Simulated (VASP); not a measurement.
# Cs8Sn8HI24 (a cell with a defect) in VASP: single point with PBEsol

Aim: the single point of Cs8Sn8HI24 (a cell with a defect) with PBEsol.

Everything below comes from runs of VASP 6.6.1. Logs are shortened: lines on timing, memory, paths and dates and some standing lists are left out, and cuts for length are marked.

### 1 The cell of the first run

The cell holds a defect, 41 atoms: a = 12.314 Å, b = 12.314 Å, c = 12.314 Å, α = 90.00°, β = 90.00°, γ = 90.00°.

### 2 Single point, PBEsol, collinear spin

INCAR reads:

```
PREC     = Accurate       # precision mode
ENCUT    = 400            # plane-wave cutoff, eV
EDIFF    = 1E-6           # SCF threshold, eV
ISMEAR   = -1             # smearing method
SIGMA    = 0.05           # smearing width, eV
LREAL    = Auto         
LASPH    = True           # aspherical terms in the spheres
NELM     = 200            # most SCF steps
ALGO     = Normal         # electronic algorithm
ISIF     = 2              # what is computed and relaxed
LWAVE    = False          # write WAVECAR
LCHARG   = False          # write CHGCAR
ISPIN    = 2              # spin polarisation
MAGMOM   = 0 0 0 0.143 0 0 0 0.143 0.143 0 0 0 0 0 0 0 0 0 0.143 0 0.143 0 0 0 0 0 0 0 0 0 0 0 0 0 0 0.143 0.143 0 0 0 0 # initial moments
LORBIT   = 11             # projections on sites
GGA      = PS             # functional
NBANDS   = 206            # bands
ISYM     = -1           
GGA_COMPAT= False        
KPAR     = 1
```

KPOINTS reads:

```
explicit points
1
Reciprocal
  0.25000000   0.25000000   0.25000000 1
```

POSCAR reads:

```
Cs8Sn8HI24
1.0
   12.3144620000      0.0000000000      0.0000000000
    0.0000000000     12.3144620000      0.0000000000
    0.0000000000      0.0000000000     12.3144620000
Cs H Sn I
8 1 8 24
Direct
    0.0400690000      0.9903000000      0.9997040000
    0.9721690000      0.9975240000      0.4981830000
    0.9944900000      0.4695500000      0.9995460000
    0.9908800000      0.4979660000      0.4998410000
    0.4947860000      0.9918690000      0.0002350000
    0.4715920000      0.0284270000      0.5004630000
    0.5010100000      0.5014870000      0.0008400000
    0.5303420000      0.5028250000      0.5004050000
    0.7621630000      0.5593490000      0.5013560000
    0.2347990000      0.2491300000      0.2508760000
    0.2349470000      0.2487130000      0.7496450000
    0.2369740000      0.7471730000      0.2507600000
    0.2365390000      0.7469590000      0.7487570000
    0.7349070000      0.2478510000      0.2497930000
    0.7352160000      0.2484050000      0.7504710000
    0.7366620000      0.7496130000      0.2472480000
    0.7364950000      0.7502930000      0.7523910000
    0.2575730000      0.2584630000      0.9998840000
    0.2076590000      0.2307840000      0.5003560000
    0.2453170000      0.7372750000      0.9998370000
    0.2267450000      0.7622660000      0.4998390000
    0.7080500000      0.2445420000      0.0005270000
    0.7602050000      0.2573330000      0.4999470000
    0.7235530000      0.7582570000      0.9999230000
    0.7462060000      0.7498920000      0.4996170000
    0.9850470000      0.2164050000      0.2252650000
    0.9848160000      0.2171670000      0.7737510000
    0.9860140000      0.7824230000      0.2429890000
    0.9856960000      0.7824420000      0.7565280000
    0.4841850000      0.2792100000      0.2750120000
    0.4846360000      0.2778220000      0.7258090000
    0.4868520000      0.7143490000      0.2560150000
    0.4866860000      0.7146510000      0.7433450000
    0.2693580000      0.9980300000      0.2387720000
    0.2695350000      0.9977650000      0.7624550000
    0.2007040000      0.4977930000      0.2542720000
    0.2012860000      0.4978110000      0.7452760000
    0.7010660000      0.9997010000      0.2650150000
    0.7005960000      0.9999460000      0.7361950000
    0.7658210000      0.4993210000      0.2416020000
    0.7646140000      0.4991710000      0.7602120000
```

Potentials or basis: VASP PAW PBE potentials, release 64 (Cs_sv, H, Sn_d, I).

Run with:

```
$ cat potpaw_PBE.64/Cs_sv/POTCAR potpaw_PBE.64/H/POTCAR potpaw_PBE.64/Sn_d/POTCAR potpaw_PBE.64/I/POTCAR > POTCAR
$ mpirun -np 4 vasp_std > vasp.out
```

OUTCAR:

```text
PREC = Accurate
   ENCUT = 400
   EDIFF = 1E-6
   ISMEAR = -1
   LREAL = Auto
   LASPH = True
   NELM = 200
   ISIF = 2
   ISPIN = 2
   LORBIT = 11
   GGA = PS
   ISYM = -1

 ion  position               nearest neighbor table
   1  0.040  0.990  1.000-
   2  0.972  0.998  0.498-
   3  0.994  0.470  1.000-
   4  0.991  0.498  0.500-
   5  0.495  0.992  0.000-
   6  0.472  0.028  0.500-
   7  0.501  0.501  0.001-
   8  0.530  0.503  0.500-
   9  0.762  0.559  0.501-
  10  0.235  0.249  0.251-  36 3.09  19 3.10  18 3.11  30 3.11  26 3.12  34 3.12
  11  0.235  0.249  0.750-  37 3.10  19 3.10  18 3.10  31 3.11  27 3.12  35 3.12
  12  0.237  0.747  0.251-  21 3.08  20 3.09  36 3.10  32 3.10  34 3.12  28 3.12
  13  0.237  0.747  0.749-  21 3.07  20 3.10  37 3.10  33 3.11  35 3.12  29 3.12
  14  0.735  0.248  0.250-  22 3.09  38 3.09  23 3.10  26 3.12  40 3.12  30 3.13
  15  0.735  0.248  0.750-  39 3.09  22 3.10  23 3.10  27 3.11  41 3.11  31 3.12
  16  0.737  0.750  0.247-  24 3.05  28 3.10  40 3.10  32 3.11  25 3.11  38 3.12
  17  0.736  0.750  0.752-  24 3.05  29 3.09  33 3.11  39 3.11  41 3.11  25 3.12
  18  0.258  0.258  1.000-  11 3.10  10 3.11
  19  0.208  0.231  0.500-  11 3.10  10 3.10
  20  0.245  0.737  1.000-  12 3.09  13 3.10
  21  0.227  0.762  0.500-  13 3.07  12 3.08
  22  0.708  0.245  0.001-  14 3.09  15 3.10
  23  0.760  0.257  0.500-  14 3.10  15 3.10
[... 16 lines left out ...]
  40  0.766  0.499  0.242-  16 3.10  14 3.12
  41  0.765  0.499  0.760-  15 3.11  17 3.11

IMPORTANT INFORMATION: All symmetrisations will be switched off!
NOSYMM: (Re-)initialisation of all symmetry stuff for point group C_1.

----------------------------------------------------------------------------------------

                                     Primitive cell

  volume of cell :    1867.4386

  direct lattice vectors                    reciprocal lattice vectors
    12.314462000  0.000000000  0.000000000     0.081205334  0.000000000  0.000000000
     0.000000000 12.314462000  0.000000000     0.000000000  0.081205334  0.000000000
     0.000000000  0.000000000 12.314462000     0.000000000  0.000000000  0.081205334

  length of vectors
    12.314462000 12.314462000 12.314462000     0.081205334  0.081205334  0.081205334

  position of ions in fractional coordinates (direct lattice)
     0.040069000  0.990300000  0.999704000
     0.972169000  0.997524000  0.498183000
     0.994490000  0.469550000  0.999546000
     0.990880000  0.497966000  0.499841000
     0.494786000  0.991869000  0.000235000
     0.471592000  0.028427000  0.500463000
[... 33 lines left out ...]
     0.765821000  0.499321000  0.241602000
     0.764614000  0.499171000  0.760212000

  ion indices of the primitive-cell ions
   primitive index   ion index
                 1           1
                 2           2
                 3           3
                 4           4
                 5           5
                 6           6
[... 33 lines left out ...]
                40          40
                41          41

----------------------------------------------------------------------------------------

 KPOINTS: explicit points

Read explicit list of k-points.

 Found      1 k-points:

 Following reciprocal coordinates:
            Coordinates               Weight
  0.250000  0.250000  0.250000      1.000000
   k-points           NKPTS =      1   k-points in BZ     NKDIM =      1   number of bands    NBANDS=    208
   number of dos      NEDOS =    301   number of ions     NIONS =     41
   total plane-waves  NPLWV = 512000
   dimension x,y,z NGX =    80 NGY =   80 NGZ =   80
   dimension x,y,z NGXF=   160 NGYF=  160 NGZF=  160
   ions per type =               8   1   8  24
   NGX,Y,Z   is equivalent  to a cutoff of  10.80, 10.80, 10.80 a.u.
   NGXF,Y,Z  is equivalent  to a cutoff of  21.60, 21.60, 21.60 a.u.
 SYSTEM =  unknown system
   PREC   = accura    normal or accurate (medium, high low for compatibility)
   ISTART =      0    job   : 0-new  1-cont  2-samecut
   ICHARG =      2    charge: 1-file 2-atom 10-const
   ISPIN  =      2    spin polarized calculation?
   LNONCOLLINEAR =      F non collinear calculations
   LSORBIT =      F    spin-orbit coupling
   LASPH  =      T    aspherical Exc in radial PAW
   ENCUT  =  400.0 eV  29.40 Ry    5.42 a.u.  20.08 20.08 20.08*2*pi/ulx,y,z
   NELM   =    200;   NELMIN=  2; NELMDL= -5     # of ELM steps
   EDIFF  = 0.1E-05   stopping-criterion for ELM
   LREAL  =      T    real-space projection
   EDIFFG = 0.1E-04   stopping-criterion for IOM
   NSW    =      0    number of steps for IOM
   IBRION =     -1    ionic relax: 0-MD 1-quasi-New 2-CG
   NFREE  =      0    steps in history (QN), initial steepest desc. (CG)
   ISIF   =      2    stress and relaxation
   ISYM   =     -1    0-nonsym 1-usesym 2-fastsym
   POTIM  = 0.5000    time-step for ionic-motion
   TEBEG  =    0.0;   TEEND  =   0.0 temperature during run
   PSTRESS=    0.0 pullay stress
   NELECT =     353.0000    total number of electrons
   NUPDOWN=      -1.0000    fix difference up-down
   EMIN   =  10.00;   EMAX   =-10.00  energy-range for DOS
   EFERMI =   0.00;   METHOD = LEGACY
   ISMEAR =    -1;   SIGMA  =   0.05  broadening in eV -4-tet -1-fermi 0-gaus
   EFERMI_NEDOS =   21; number of points for ismear=-14 and -15
   IALGO  =     38    algorithm
   IMIX   =      4    mixing-type and parameters
     AMIX     =   0.40;   BMIX     =  1.00
     AMIX_MAG =   1.60;   BMIX_MAG =  1.00
  volume/ion in A,a.u.               =      45.55       307.37
  Fermi-wavevector in a.u.,A,eV,Ry     =   0.939545  1.775483 12.010474  0.882745
  Thomas-Fermi vector in A             =   2.066868
   LORBIT       =     11    0 simple, 1 ext, 2 COOP (PROOUT), +10 PAW based schemes
   GGA     = PS    functional components
   LHFCALC =     F    Hartree Fock is set to
   AEXX    =    0.0000 exact exchange contribution
   IVDW    =     0    specifies the selected vdW correction
   LEPSILON=     F    determine dielectric tensor
   LRPA    =     F    only Hartree local field effects (RPA)
 spin polarized calculation
  energy-cutoff  :      400.00
  volume of cell :     1867.44
 maximum number of plane-waves:     33935
 NGX is ok and might be reduce to    80
   NGX = 41   NGY = 41   NGZ = 41

 number of electron     353.0000008 magnetization       1.0000193

 Free energy of the ion-electron system (eV)
  ---------------------------------------------------
  ext. energy  EPLUGINS =         0.00000000
  ---------------------------------------------------
  free energy    TOTEN  =      -122.55903251 eV

  energy without entropy =     -122.55903203  energy(sigma->0) =     -122.55903227

 E-fermi :   2.9230     XC(G=0):  -7.8031

 val. band max:        2.1720089762   @ k =   0.2500   0.2500   0.2500
 cond. band min:       3.6750771392   @ k =   0.2500   0.2500   0.2500
 fundamental gap:      1.5030681630
 Fermi energy:         2.9230162969

 spin component 1

 k-point     1 :       0.2500    0.2500    0.2500
  band No.  band energies     occupation
      1     -19.2282      1.00000
      2     -19.2252      1.00000
      3     -19.2168      1.00000
      4     -19.2011      1.00000
      5     -19.1951      1.00000
      6     -19.1229      1.00000
[... 180 lines left out ...]
    187       4.4736      0.00000
    188       4.4919      0.00000
 Fermi energy:         2.9230162969

 spin component 2

 k-point     1 :       0.2500    0.2500    0.2500
  band No.  band energies     occupation
      1     -19.2281      1.00000
      2     -19.2243      1.00000
      3     -19.2165      1.00000
      4     -19.2009      1.00000
      5     -19.1951      1.00000
      6     -19.1229      1.00000
[... 180 lines left out ...]
    187       4.4754      0.00000
    188       4.5033      0.00000
 [bands above 188 left out]

------------------------ aborting loop because EDIFF is reached ----------------------------------------

  FORCE on cell =-STRESS in cart. coord.  units (eV):
  Direction    XX          YY          ZZ          XY          YZ          ZX
  --------------------------------------------------------------------------------------
  -------------------------------------------------------------------------------------
  Total       -6.5061324     -5.9837248     -3.8071519     -0.7567408     -0.5218387     -0.5486814
  in kB       -5.5819655     -5.1337636     -3.2663631     -0.6492492     -0.4477139     -0.4707437
  external PRESSURE =      -4.6606974 kB  Pullay stress =       0.0000000 kB

 VOLUME and BASIS-vectors are now :
 -----------------------------------------------------------------------------
  energy-cutoff  :      400.00
  volume of cell :     1867.44
      direct lattice vectors                 reciprocal lattice vectors
    12.314462000  0.000000000  0.000000000     0.081205334  0.000000000  0.000000000
     0.000000000 12.314462000  0.000000000     0.000000000  0.081205334  0.000000000
     0.000000000  0.000000000 12.314462000     0.000000000  0.000000000  0.081205334

 POSITION                                       TOTAL-FORCE (eV/Angst)
 -----------------------------------------------------------------------------------
      0.49343     12.19501     12.31082        -0.003687      0.005157      0.001598
     11.97174     12.28397      6.13486         0.000857      0.002151      0.002361
     12.24661      5.78226     12.30887         0.000066     -0.004047      0.000624
     12.20215      6.13218      6.15527         0.010639     -0.003778      0.001140
      6.09302     12.21433      0.00289         0.001386     -0.004511      0.000278
      5.80740      0.35006      6.16293         0.001233     -0.005085      0.000882
[... 33 lines left out ...]
      9.43067      6.14887      2.97520         0.000352      0.000445      0.000253
      9.41581      6.14702      9.36160         0.003561      0.002879     -0.002554
 -----------------------------------------------------------------------------------
    total drift:                               -0.003522     -0.006098     -0.001841

  FREE ENERGIE OF THE ION-ELECTRON SYSTEM (eV)
  ---------------------------------------------------
  free  energy   TOTEN  =      -122.5590325128 eV

  energy  without entropy=     -122.5590320302  energy(sigma->0) =     -122.55903227

 total charge

# of ion       s       p       d       tot
------------------------------------------
    1        1.850   4.695   0.021   6.565
    2        1.849   4.696   0.016   6.561
    3        1.849   4.696   0.017   6.561
    4        1.849   4.693   0.020   6.563
    5        1.849   4.696   0.017   6.562
    6        1.849   4.696   0.017   6.562
[... 33 lines left out ...]
   40        1.509   2.764   0.012   4.286
   41        1.509   2.764   0.012   4.286
--------------------------------------------------
tot         62.537 109.270  80.360 252.167

 magnetization (x)

# of ion       s       p       d       tot
------------------------------------------
    1       -0.000   0.000   0.000   0.000
    2        0.000   0.000   0.000   0.001
    3        0.000   0.000   0.000   0.000
    4        0.001   0.005   0.004   0.009
    5        0.000   0.000   0.000   0.000
    6        0.000   0.000   0.000   0.000
[... 33 lines left out ...]
   40        0.001   0.012   0.000   0.013
   41        0.001   0.011   0.000   0.013
--------------------------------------------------
tot          0.288   0.169   0.015   0.472
```

Wall time 10 min (4 MPI ranks of Intel Xeon Platinum 8259CL at 2.50GHz (Skylake/Cascade Lake), shared host); peak memory 0.56 GiB.

What came out:

```
Free energy                                           : -122.5590 eV
Pressure                                              : -0.5 GPa
Largest force                                         : 0.018 eV/Å
Band gap on the k mesh                                : 1.50 eV
Net moment                                            : 1.00 μB per cell
Site moments                                          : Cs +0.00, +0.01 (each value once); H +0.27; Sn +0.00; I +0.00, -0.00, +0.01, +0.13 (each value once) μB
Valence electrons inside the program's atomic spheres : Cs 6.57, 6.56 (each value once); H 0.42; Sn 12.04; I 4.29, 4.27 (each value once)
```

Forces in eV/Å, atoms in the order of the input:
```
Cs  -0.004  0.005  0.002
Cs   0.001  0.002  0.002
Cs   0.000 -0.004  0.001
Cs   0.011 -0.004  0.001
Cs   0.001 -0.005  0.000
Cs   0.001 -0.005  0.001
Cs   0.001  0.004 -0.003
Cs  -0.004  0.004  0.004
H   -0.011  0.007  0.002
Sn  -0.002  0.001  0.000
Sn   0.004  0.001  0.004
Sn  -0.004 -0.001  0.000
Sn   0.005 -0.004  0.002
Sn  -0.001 -0.004 -0.006
Sn  -0.007 -0.004  0.005
Sn   0.004  0.004 -0.002
Sn  -0.003  0.004  0.000
I   -0.001 -0.006  0.000
I    0.003  0.009  0.000
I    0.002  0.010  0.003
I    0.003 -0.005  0.001
I   -0.003  0.007  0.000
I    0.002  0.002  0.001
I    0.003 -0.003 -0.002
I   -0.003 -0.006  0.008
I    0.003  0.000 -0.004
I    0.003 -0.001  0.002
I    0.004 -0.002  0.004
I    0.003  0.001 -0.003
I   -0.001 -0.005 -0.004
I   -0.004  0.004 -0.001
I   -0.002 -0.001 -0.005
I    0.000 -0.004 -0.002
I   -0.002 -0.003 -0.008
I   -0.003  0.001  0.005
I   -0.002  0.001  0.010
I   -0.006  0.003 -0.017
I   -0.001 -0.001  0.004
I    0.005 -0.005 -0.005
I    0.000  0.000  0.000
I    0.004  0.003 -0.003
```

Caveat: the PAW data sets were made with another functional, which shifts forces and pressure a little; spin-orbit coupling is left out, which moves the levels of the heavy elements.
